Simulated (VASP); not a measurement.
# Ba in VASP: single point with PBE

Aim: the single point of Ba with PBE.

Program: VASP 6.6.1. These are calculated values, not measurements. Logs are shortened: lines on timing, memory, paths and dates and some standing lists are left out, and cuts for length are marked.

### 1 The cell of the first run

The cell holds a sheet with vacuum, 1 atom: a = 3.350 Å, b = 5.053 Å, c = 14.000 Å, α = 90.00°, β = 90.00°, γ = 90.00°.

The cell was built from a structure type or drawn by symmetry, and may not be a known phase.

### 2 Single point, PBE

INCAR

```
SYSTEM = Ba
PREC = Accurate
ENCUT = 520
EDIFF = 1E-6
ISMEAR = 0
SIGMA = 0.1
LREAL = .False.
LASPH = .True.
NELM = 60
ALGO = Normal
ISIF = 2
LWAVE = .False.
LCHARG = .False.
LDIPOL = .True.
IDIPOL = 3
DIPOL = 0.5 0.5 0.500
GGA = PE
NBANDS = 11
```

KPOINTS

```
Automatic mesh
0
Gamma
  6 4 1
  0 0 0
```

POSCAR

```
Ba
1.0
    3.3498500000      0.0000000000      0.0000000000
    0.0000000000      5.0533690000      0.0000000000
    0.0000000000      0.0000000000     14.0000000000
Ba
1
Direct
    0.0000000000      0.0000000000      0.5000000000
```

Potentials or basis: VASP PAW PBE potentials, release 64 (Ba_sv).

Run with:

```
$ cat potpaw_PBE.64/Ba_sv/POTCAR > POTCAR
$ mpirun -np 1 vasp_std > vasp.out
```

OUTCAR:

```text
SYSTEM = Ba
   PREC = Accurate
   ENCUT = 520
   EDIFF = 1E-6
   ISMEAR = 0
   LREAL = .False.
   LASPH = .True.
   NELM = 60
   ISIF = 2
   GGA = PE

 ion  position               nearest neighbor table
   1  0.000  0.000  0.500-

  LATTYP: Found a simple orthorhombic cell.
 ALAT       =     3.3498500000
 B/A-ratio  =     1.5085359046
 C/A-ratio  =     4.1792916101

  Lattice vectors:

 A1 = (   3.3498500000,   0.0000000000,   0.0000000000)
 A2 = (   0.0000000000,   5.0533690000,   0.0000000000)
 A3 = (   0.0000000000,   0.0000000000,  14.0000000000)

Analysis of symmetry for initial positions (statically):
=====================================================================
 Subroutine PRICEL returns:
 Original cell was already a primitive cell.

 Routine SETGRP: Setting up the symmetry group for a
 simple orthorhombic supercell.

 Subroutine GETGRP returns: Found  8 space group operations
 (whereof  8 operations were pure point group operations)
 out of a pool of  8 trial point group operations.

The static configuration has the point symmetry D_2h.

Analysis of symmetry for dynamics (positions and initial velocities):
=====================================================================
 Subroutine PRICEL returns:
 Original cell was already a primitive cell.

 Routine SETGRP: Setting up the symmetry group for a
 simple orthorhombic supercell.

 Subroutine GETGRP returns: Found  8 space group operations
 (whereof  8 operations were pure point group operations)
 out of a pool of  8 trial point group operations.

The dynamic configuration has the point symmetry D_2h.

 Subroutine INISYM returns: Found  8 space group operations
 (whereof  8 operations are pure point group operations),
 and found     1 'primitive' translations

----------------------------------------------------------------------------------------

                                     Primitive cell

  volume of cell :     236.9924

  direct lattice vectors                    reciprocal lattice vectors
     3.349850000  0.000000000  0.000000000     0.298520829  0.000000000  0.000000000
     0.000000000  5.053369000  0.000000000     0.000000000  0.197887785  0.000000000
     0.000000000  0.000000000 14.000000000     0.000000000  0.000000000  0.071428571

  length of vectors
     3.349850000  5.053369000 14.000000000     0.298520829  0.197887785  0.071428571

  position of ions in fractional coordinates (direct lattice)
     0.000000000  0.000000000  0.500000000

  ion indices of the primitive-cell ions
   primitive index   ion index
[... 75 lines left out ...]
   ISMEAR =     0;   SIGMA  =   0.10  broadening in eV -4-tet -1-fermi 0-gaus
   EFERMI_NEDOS =   21; number of points for ismear=-14 and -15
   IALGO  =     38    algorithm
   IMIX   =      4    mixing-type and parameters
     AMIX     =   0.40;   BMIX     =  1.00
     AMIX_MAG =   1.60;   BMIX_MAG =  1.00
  volume/ion in A,a.u.               =     236.99      1599.30
  Fermi-wavevector in a.u.,A,eV,Ry     =   0.569941  1.077033  4.419620  0.324833
  Thomas-Fermi vector in A             =   1.609789
   LORBIT       =      0    0 simple, 1 ext, 2 COOP (PROOUT), +10 PAW based schemes
   GGA     = PE    functional components
   LHFCALC =     F    Hartree Fock is set to
   AEXX    =    0.0000 exact exchange contribution
   IVDW    =     0    specifies the selected vdW correction
   LEPSILON=     F    determine dielectric tensor
   LRPA    =     F    only Hartree local field effects (RPA)
 non-spin polarized calculation
 Gauss-broadening in eV      SIGMA  =   0.10
  energy-cutoff  :      520.00
  volume of cell :      236.99
 maximum number of plane-waves:      6435
 NGX is ok and might be reduce to    28
   NGX = 13   NGY = 19   NGZ = 53

 dipolmoment           0.000000      0.000000     -0.000000 electrons x Angstroem

 number of electron      10.0000000 magnetization

 dipolmoment           0.000000      0.000000      0.000000 electrons x Angstroem

 Free energy of the ion-electron system (eV)
  ---------------------------------------------------
  ext. energy  EPLUGINS =         0.00000000
  ---------------------------------------------------
  free energy    TOTEN  =        -0.56591872 eV

  energy without entropy =       -0.54440590  energy(sigma->0) =       -0.55516231

 E-fermi :  -1.2048     XC(G=0):  -2.9638

 val. band max:       -1.2231729650   @ k =   0.0000   0.2500   0.0000
 cond. band min:      -1.1992356534   @ k =   0.3333   0.2500   0.0000
 fundamental gap:      0.0239373116
 Fermi energy:        -1.2048006838

 k-point     1 :       0.0000    0.0000    0.0000
  band No.  band energies     occupation
      1     -30.6409      2.00000
      2     -15.9702      2.00000
      3     -15.7277      2.00000
      4     -14.5225      2.00000
      5      -2.8790      2.00000
      6      -1.3171      1.88763
      7      -0.7900      0.00000
      8      -0.6743      0.00000
      9       0.5235      0.00000
     10       0.9351      0.00000
     11       2.2286      0.00000
[... 141 lines left out ...]
 k-point    12 :       0.5000    0.5000    0.0000
  band No.  band energies     occupation
      1     -30.3155      2.00000
      2     -16.8331      2.00000
      3     -15.6258      2.00000
      4     -15.4562      2.00000
      5      -1.8179      2.00000
      6      -1.4122      1.99664
      7       0.9778      0.00000
      8       1.2972      0.00000
      9       2.6943      0.00000
     10       2.8776      0.00000
     11       3.1255      0.00000

------------------------ aborting loop because EDIFF is reached ----------------------------------------

 vacuum level on the upper side and lower side of the slab       (xc-potential included)        -0.419        -0.419

  FORCE on cell =-STRESS in cart. coord.  units (eV):
  Direction    XX          YY          ZZ          XY          YZ          ZX
  --------------------------------------------------------------------------------------
  -------------------------------------------------------------------------------------
  Total        2.1533915     -1.2782261     -0.0061193     -0.0000000      0.0000000      0.0000000
  in kB       14.5579148     -8.6413949     -0.0413695     -0.0000000      0.0000000      0.0000000
  external PRESSURE =       1.9583834 kB  Pullay stress =       0.0000000 kB

 VOLUME and BASIS-vectors are now :
 -----------------------------------------------------------------------------
  energy-cutoff  :      520.00
  volume of cell :      236.99
      direct lattice vectors                 reciprocal lattice vectors
     3.349850000  0.000000000  0.000000000     0.298520829  0.000000000  0.000000000
     0.000000000  5.053369000  0.000000000     0.000000000  0.197887785  0.000000000
     0.000000000  0.000000000 14.000000000     0.000000000  0.000000000  0.071428571

 POSITION                                       TOTAL-FORCE (eV/Angst)
 -----------------------------------------------------------------------------------
      0.00000      0.00000      7.00000         0.000000      0.000000      0.000000
 -----------------------------------------------------------------------------------
    total drift:                                0.000000     -0.000000      0.000000

  FREE ENERGIE OF THE ION-ELECTRON SYSTEM (eV)
  ---------------------------------------------------
  free  energy   TOTEN  =        -0.5659187162 eV

  energy  without entropy=       -0.5444059028  energy(sigma->0) =       -0.55516231

 vacuum level on the upper side and lower side of the slab         0.526         0.526
```

OSZICAR:

```text
N       E                     dE             d eps       ncg     rms          rms(c)
DAV:   1     0.927032999212E+02    0.92703E+02   -0.34278E+03   280   0.603E+02
DAV:   2     0.799806499664E+01   -0.84705E+02   -0.82642E+02   378   0.119E+02
DAV:   3    -0.476083169706E+00   -0.84741E+01   -0.84157E+01   326   0.551E+01
DAV:   4    -0.102793028012E+01   -0.55185E+00   -0.54889E+00   438   0.906E+00
DAV:   5    -0.103359764849E+01   -0.56674E-02   -0.56642E-02   319   0.991E-01    0.300E+00
DAV:   6    -0.747792944228E+00    0.28580E+00   -0.24309E-01   308   0.207E+00    0.178E+00
DAV:   7    -0.573650111720E+00    0.17414E+00   -0.49259E-01   333   0.290E+00    0.401E-01
DAV:   8    -0.577652636628E+00   -0.40025E-02   -0.50366E-02   291   0.106E+00    0.372E-01
DAV:   9    -0.565364186726E+00    0.12288E-01   -0.12699E-02   373   0.423E-01    0.136E-01
DAV:  10    -0.564898936750E+00    0.46525E-03   -0.15664E-03   307   0.144E-01    0.106E-01
DAV:  11    -0.562966244580E+00    0.19327E-02   -0.74842E-03   348   0.241E-01    0.582E-02
DAV:  12    -0.564354852366E+00   -0.13886E-02   -0.12601E-03   284   0.157E-01    0.311E-02
DAV:  13    -0.564944405717E+00   -0.58955E-03   -0.18791E-04   330   0.683E-02    0.287E-02
DAV:  14    -0.565644763958E+00   -0.70036E-03   -0.32418E-04   316   0.707E-02    0.736E-03
DAV:  15    -0.565841634648E+00   -0.19687E-03   -0.85447E-05   312   0.361E-02    0.552E-03
DAV:  16    -0.565914178363E+00   -0.72544E-04   -0.35496E-05   292   0.240E-02    0.246E-03
DAV:  17    -0.565918641105E+00   -0.44627E-05   -0.79988E-06   279   0.157E-02    0.549E-04
DAV:  18    -0.565918716178E+00   -0.75073E-07   -0.63371E-07   308   0.446E-03
   1 F= -.56591872E+00 E0= -.55516231E+00  d E =-.215128E-01
```

stdout:

```text
POSCAR found type information on POSCAR Ba
 POSCAR found :  1 types and       1 ions
 scaLAPACK will be used
 LDA part: xc-table for (Slater+PW92), standard interpolation
 POSCAR, INCAR and KPOINTS ok, starting setup
 FFT: planning ... GRIDC
 FFT: planning ... GRID_SOFT
 FFT: planning ... GRID
 WAVECAR not read
 entering main loop
```

Wall time 73 s (1 thread of Intel Xeon 8259CL, shared host); peak memory 0.33 GiB.

Results:

```yaml
Free_energy: -0.5659 eV
Band_gap_on_the_k_mesh: zero (bands 5 and 6 overlap by 0.63 eV)
```

Levels at points of the mesh, in eV from the Fermi level:
| k point | band 3 | band 4 | band 5 | band 6 | band 7 | band 8 |
| --- | --- | --- | --- | --- | --- | --- |
| (0.00, 0.00, 0.00) | -14.52 | -13.32 | -1.67 | -0.11 | 0.41 | 0.53 |
| (0.50, 0.00, 0.00) | -14.43 | -14.19 | -0.40 | 0.45 | 1.29 | 2.26 |
| (0.00, 0.50, 0.00) | -14.60 | -13.31 | -0.63 | 0.18 | 0.48 | 0.51 |
| (0.50, 0.50, 0.00) | -14.42 | -14.25 | -0.61 | -0.21 | 2.18 | 2.50 |

Caveat: spin-orbit coupling is left out, which moves the levels of the heavy elements.
